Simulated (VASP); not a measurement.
# ZnS (P6_3mc) in VASP: single point with LDA

Aim: the single point of ZnS with LDA.

Program: VASP 6.6.1. These are calculated values, not measurements. Logs are shortened: lines on timing, memory, paths and dates and some standing lists are left out, and cuts for length are marked.

**1. The cell of the first run**

It takes space group P6_3mc (No. 186, hexagonal). The conventional cell has a = 3.811 Å, b = 3.811 Å, c = 6.234 Å, α = 90.00°, β = 90.00°, γ = 120.00°. Within 3.1 Å of Zn (site symmetry 3m) lie 4 S at 2.31 to 2.40 Å. S (site symmetry 3m) has 4 Zn at 2.31 to 2.40 Å within 3.1 Å.

**2. Single point, LDA**

Input file INCAR:

```
SYSTEM = ZnS
  PREC = Accurate
  ENCUT = 500
  EDIFF = 1E-6
  ISMEAR = 0
  SIGMA = 0.01
  LREAL = .FALSE.
  LASPH = .TRUE.
  NELM = 120
  ALGO = Normal
  ISIF = 2
  LWAVE = .FALSE.
  LCHARG = .FALSE.
  NBANDS = 46
  GGA_COMPAT = .FALSE.
```

Input file KPOINTS:

```
regular mesh
0
G
  2 4 2
  0 0 0
```

Input file POSCAR:

```
ZnS
1.0
    7.6220000000      0.0000000000      0.0000000000
   -1.9055000000      3.3004228138      0.0000000000
    0.0000000000      0.0000000000      6.2340000000
Zn S
4 4
Direct
    0.1666666667      0.6666666667      0.0000000000
    0.3333333333      0.3333333333      0.5000000000
    0.6666666667      0.6666666667      0.0000000000
    0.8333333333      0.3333333333      0.5000000000
    0.1666666667      0.6666666667      0.3850000000
    0.3333333333      0.3333333333      0.8850000000
    0.6666666667      0.6666666667      0.3850000000
    0.8333333333      0.3333333333      0.8850000000
```

Potentials or basis: VASP PAW LDA potentials, release 64 (Zn, S).

On the command line:

```console
$ cat potpaw_LDA.64/Zn/POTCAR potpaw_LDA.64/S/POTCAR > POTCAR
$ mpirun -np 1 vasp_std > vasp.out
```

OUTCAR:

```text
SYSTEM = ZnS
   PREC = Accurate
   ENCUT = 500
   EDIFF = 1E-6
   ISMEAR = 0
   LREAL = .FALSE.
   LASPH = .TRUE.
   NELM = 120
   ISIF = 2

 ion  position               nearest neighbor table
   1  0.167  0.667  0.000-   6 2.31   6 2.31   8 2.31   5 2.40
   2  0.333  0.333  0.500-   5 2.31   5 2.31   7 2.31   6 2.40
   3  0.667  0.667  0.000-   8 2.31   8 2.31   6 2.31   7 2.40
   4  0.833  0.333  0.500-   7 2.31   7 2.31   5 2.31   8 2.40
   5  0.167  0.667  0.385-   2 2.31   2 2.31   4 2.31   1 2.40
   6  0.333  0.333  0.885-   1 2.31   1 2.31   3 2.31   2 2.40
   7  0.667  0.667  0.385-   4 2.31   4 2.31   2 2.31   3 2.40
   8  0.833  0.333  0.885-   3 2.31   3 2.31   1 2.31   4 2.40

  Warning from LATTYP: Monoclinic adjustment (A1->A3, A2->A1, A3->A2)!
  LATTYP: Found a simple orthorhombic cell.
 ALAT       =     3.8110000000
 B/A-ratio  =     1.6357911309
 C/A-ratio  =     1.7320508076

  Lattice vectors:

 A1 = (  -1.9055000000,   3.3004228138,   0.0000000000)
 A2 = (   0.0000000000,   0.0000000000,   6.2340000000)
 A3 = (   5.7165000000,   3.3004228138,   0.0000000000)

Analysis of symmetry for initial positions (statically):
=====================================================================
 Subroutine PRICEL returns following result:

  LATTYP: Found a hexagonal cell.
 ALAT       =     3.8110000000
 C/A-ratio  =     1.6357911309

  Lattice vectors:

 A1 = (   3.8110000000,   0.0000000000,   0.0000000000)
 A2 = (  -1.9055000000,   3.3004228138,   0.0000000000)
 A3 = (   0.0000000000,   0.0000000000,   6.2340000000)

   2 primitive cells build up your supercell.

 Routine SETGRP: Setting up the symmetry group for a
 simple orthorhombic supercell.

 Subroutine GETGRP returns: Found  4 space group operations
 (whereof  2 operations were pure point group operations)
 out of a pool of  8 trial point group operations.

The static configuration has the point symmetry C_1h.
 The point group associated with its full space group is C_2v.

Analysis of symmetry for dynamics (positions and initial velocities):
=====================================================================
 Subroutine PRICEL returns following result:

  LATTYP: Found a hexagonal cell.
 ALAT       =     3.8110000000
 C/A-ratio  =     1.6357911309

  Lattice vectors:

 A1 = (   3.8110000000,   0.0000000000,   0.0000000000)
 A2 = (  -1.9055000000,   3.3004228138,   0.0000000000)
 A3 = (   0.0000000000,   0.0000000000,   6.2340000000)

   2 primitive cells build up your supercell.

 Routine SETGRP: Setting up the symmetry group for a
 simple orthorhombic supercell.

 Subroutine GETGRP returns: Found  4 space group operations
 (whereof  2 operations were pure point group operations)
 out of a pool of  8 trial point group operations.

The dynamic configuration has the point symmetry C_1h.
 The point group associated with its full space group is C_2v.

 Subroutine INISYM returns: Found  4 space group operations
 (whereof  2 operations are pure point group operations),
 and found     2 'primitive' translations

----------------------------------------------------------------------------------------

                                     Primitive cell

  volume of cell :      78.4107

  direct lattice vectors                    reciprocal lattice vectors
     3.811000000  0.000000000  0.000000000     0.262398321  0.151495741  0.000000000
    -1.905500000  3.300422814  0.000000000     0.000000000  0.302991482  0.000000000
     0.000000000  0.000000000  6.234000000     0.000000000  0.000000000  0.160410651

  length of vectors
     3.811000000  3.811000000  6.234000000     0.302991482  0.302991482  0.160410651

  position of ions in fractional coordinates (direct lattice)
     0.333333333  0.666666667  0.000000000
     0.666666667  0.333333333  0.500000000
     0.333333333  0.666666667  0.385000000
     0.666666667  0.333333333  0.885000000

  ion indices of the primitive-cell ions
   primitive index   ion index
                 1           1
                 2           2
                 3           5
                 4           6

----------------------------------------------------------------------------------------

 KPOINTS: regular mesh

Automatic generation of k-mesh.
 Grid dimensions read from file:
 generate k-points for:    2    4    2

 Generating k-lattice:

  Cartesian coordinates                     Fractional coordinates (reciprocal lattice)
     0.065599580  0.037873935  0.000000000     0.500000000  0.000000000  0.000000000
     0.000000000  0.075747871  0.000000000     0.000000000  0.250000000  0.000000000
     0.000000000  0.000000000  0.080205326     0.000000000  0.000000000  0.500000000

  Length of vectors
     0.075747871  0.075747871  0.080205326

  Shift w.r.t. Gamma in fractional coordinates (k-lattice)
     0.000000000  0.000000000  0.000000000

 Subroutine IBZKPT returns following result:
 ===========================================

 Found     10 irreducible k-points:

 Following reciprocal coordinates:
            Coordinates               Weight
  0.000000  0.000000  0.000000      1.000000
  0.500000  0.000000  0.000000      1.000000
  0.000000  0.250000  0.000000      4.000000
  0.000000  0.500000  0.000000      1.000000
  0.500000  0.500000  0.000000      1.000000
  0.000000  0.000000  0.500000      1.000000
  0.500000  0.000000  0.500000      1.000000
  0.000000  0.250000  0.500000      4.000000
  0.000000  0.500000  0.500000      1.000000
  0.500000  0.500000  0.500000      1.000000
   k-points           NKPTS =     10   k-points in BZ     NKDIM =     10   number of bands    NBANDS=     46
   number of dos      NEDOS =    301   number of ions     NIONS =      8
   total plane-waves  NPLWV =  75264
   dimension x,y,z NGX =    56 NGY =   28 NGZ =   48
   dimension x,y,z NGXF=   112 NGYF=   56 NGZF=   96
   ions per type =               4   4
   NGX,Y,Z   is equivalent  to a cutoff of  12.21, 12.21, 12.80 a.u.
   NGXF,Y,Z  is equivalent  to a cutoff of  24.43, 24.43, 25.60 a.u.
 SYSTEM =  ZnS
   PREC   = accura    normal or accurate (medium, high low for compatibility)
   ISTART =      0    job   : 0-new  1-cont  2-samecut
   ICHARG =      2    charge: 1-file 2-atom 10-const
   ISPIN  =      1    spin polarized calculation?
   LNONCOLLINEAR =      F non collinear calculations
   LSORBIT =      F    spin-orbit coupling
   LASPH  =      T    aspherical Exc in radial PAW
   ENCUT  =  500.0 eV  36.75 Ry    6.06 a.u.  13.90  6.95 11.37*2*pi/ulx,y,z
   NELM   =    120;   NELMIN=  2; NELMDL= -5     # of ELM steps
   EDIFF  = 0.1E-05   stopping-criterion for ELM
   LREAL  =      F    real-space projection
   EDIFFG = 0.1E-04   stopping-criterion for IOM
   NSW    =      0    number of steps for IOM
   IBRION =     -1    ionic relax: 0-MD 1-quasi-New 2-CG
   NFREE  =      0    steps in history (QN), initial steepest desc. (CG)
   ISIF   =      2    stress and relaxation
   ISYM   =      2    0-nonsym 1-usesym 2-fastsym
   POTIM  = 0.5000    time-step for ionic-motion
   TEBEG  =    0.0;   TEEND  =   0.0 temperature during run
   PSTRESS=    0.0 pullay stress
   NELECT =      72.0000    total number of electrons
   NUPDOWN=      -1.0000    fix difference up-down
   EMIN   =  10.00;   EMAX   =-10.00  energy-range for DOS
   EFERMI =   0.00;   METHOD = LEGACY
   ISMEAR =     0;   SIGMA  =   0.01  broadening in eV -4-tet -1-fermi 0-gaus
   EFERMI_NEDOS =   21; number of points for ismear=-14 and -15
   IALGO  =     38    algorithm
   IMIX   =      4    mixing-type and parameters
     AMIX     =   0.40;   BMIX     =  1.00
     AMIX_MAG =   1.60;   BMIX_MAG =  1.00
  volume/ion in A,a.u.               =      19.60       132.29
  Fermi-wavevector in a.u.,A,eV,Ry     =   1.262943  2.386617 21.701647  1.595026
  Thomas-Fermi vector in A             =   2.396326
   LORBIT       =      0    0 simple, 1 ext, 2 COOP (PROOUT), +10 PAW based schemes
   GGA     = CA    functional components
   LHFCALC =     F    Hartree Fock is set to
   AEXX    =    0.0000 exact exchange contribution
   IVDW    =     0    specifies the selected vdW correction
   LEPSILON=     F    determine dielectric tensor
   LRPA    =     F    only Hartree local field effects (RPA)
 non-spin polarized calculation
 Gauss-broadening in eV      SIGMA  =   0.01
  energy-cutoff  :      500.00
  volume of cell :      156.82
 maximum number of plane-waves:      4024
 NGX is ok and might be reduce to    56
   NGX = 27   NGY = 13   NGZ = 23

 number of electron      71.9999954 magnetization

 Free energy of the ion-electron system (eV)
  ---------------------------------------------------
  ext. energy  EPLUGINS =         0.00000000
  ---------------------------------------------------
  free energy    TOTEN  =       -32.55946827 eV

  energy without entropy =      -32.55946827  energy(sigma->0) =      -32.55946827

 E-fermi :   2.0548     XC(G=0): -10.0572

 val. band max:        1.9985885870   @ k =   0.0000   0.0000   0.0000
 cond. band min:       4.0122768952   @ k =   0.0000   0.0000   0.0000
 fundamental gap:      2.0136883082
 Fermi energy:         2.0548177940

 k-point     1 :       0.0000    0.0000    0.0000
  band No.  band energies     occupation
      1     -11.1665      2.00000
      2     -10.2180      2.00000
      3     -10.2040      2.00000
      4      -9.8737      2.00000
      5      -4.5446      2.00000
      6      -4.5446      2.00000
[... 38 lines left out ...]
     45       8.9974      0.00000
     46       9.2516      0.00000

 k-point     2 :       0.5000    0.0000    0.0000
  band No.  band energies     occupation
      1     -10.7652      2.00000
      2     -10.7652      2.00000
      3     -10.0084      2.00000
      4     -10.0084      2.00000
      5      -4.5524      2.00000
      6      -4.5524      2.00000
[... 384 lines left out ...]
 k-point    10 :       0.5000    0.5000    0.5000
  band No.  band energies     occupation
      1     -10.0352      2.00000
      2     -10.0352      2.00000
      3     -10.0352      2.00000
      4     -10.0352      2.00000
      5      -4.4222      2.00000
      6      -4.4222      2.00000
[... 38 lines left out ...]
     45       9.0625      0.00000
     46       9.0625      0.00000

------------------------ aborting loop because EDIFF is reached ----------------------------------------

  FORCE on cell =-STRESS in cart. coord.  units (eV):
  Direction    XX          YY          ZZ          XY          YZ          ZX
  --------------------------------------------------------------------------------------
  -------------------------------------------------------------------------------------
  Total       -2.8550124     -2.8550536     -4.8053555      0.0000357      0.0000000      0.0000000
  in kB      -29.1684439    -29.1688648    -49.0942669      0.0003645      0.0000000      0.0000000
  external PRESSURE =     -35.8105252 kB  Pullay stress =       0.0000000 kB

 VOLUME and BASIS-vectors are now :
 -----------------------------------------------------------------------------
  energy-cutoff  :      500.00
  volume of cell :      156.82
      direct lattice vectors                 reciprocal lattice vectors
     7.622000000  0.000000000  0.000000000     0.131199160  0.075747871  0.000000000
    -1.905500000  3.300422814  0.000000000     0.000000000  0.302991482  0.000000000
     0.000000000  0.000000000  6.234000000     0.000000000  0.000000000  0.160410651

 POSITION                                       TOTAL-FORCE (eV/Angst)
 -----------------------------------------------------------------------------------
      0.00000      2.20028      0.00000         0.000018      0.000011      0.313403
      1.90550      1.10014      3.11700        -0.000018     -0.000011      0.313403
      3.81100      2.20028      0.00000         0.000018      0.000011      0.313403
      5.71650      1.10014      3.11700        -0.000018     -0.000011      0.313403
      0.00000      2.20028      2.40009         0.000019      0.000011     -0.313403
      1.90550      1.10014      5.51709        -0.000019     -0.000011     -0.313403
      3.81100      2.20028      2.40009         0.000019      0.000011     -0.313403
      5.71650      1.10014      5.51709        -0.000019     -0.000011     -0.313403
 -----------------------------------------------------------------------------------
    total drift:                               -0.000000     -0.000000     -0.000046

  FREE ENERGIE OF THE ION-ELECTRON SYSTEM (eV)
  ---------------------------------------------------
  free  energy   TOTEN  =       -32.5594682667 eV

  energy  without entropy=      -32.5594682667  energy(sigma->0) =      -32.55946827
```

Wall time 91 s (1 thread of Intel Xeon 8259CL, shared host); peak memory 0.23 GiB.

Results:

```yaml
Free_energy: -32.5595 eV
Pressure: -3.6 GPa
Largest_force: 0.313 eV/Å
Band_gap_on_the_k_mesh: 2.01 eV
```

Forces on the atoms (eV/Å):
```
Zn   0.000  0.000  0.313
Zn   0.000  0.000  0.313
Zn   0.000  0.000  0.313
Zn   0.000  0.000  0.313
S    0.000  0.000 -0.313
S    0.000  0.000 -0.313
S    0.000  0.000 -0.313
S    0.000  0.000 -0.313
```

Caveat: the k points lie up to 0.50 Å⁻¹ apart.
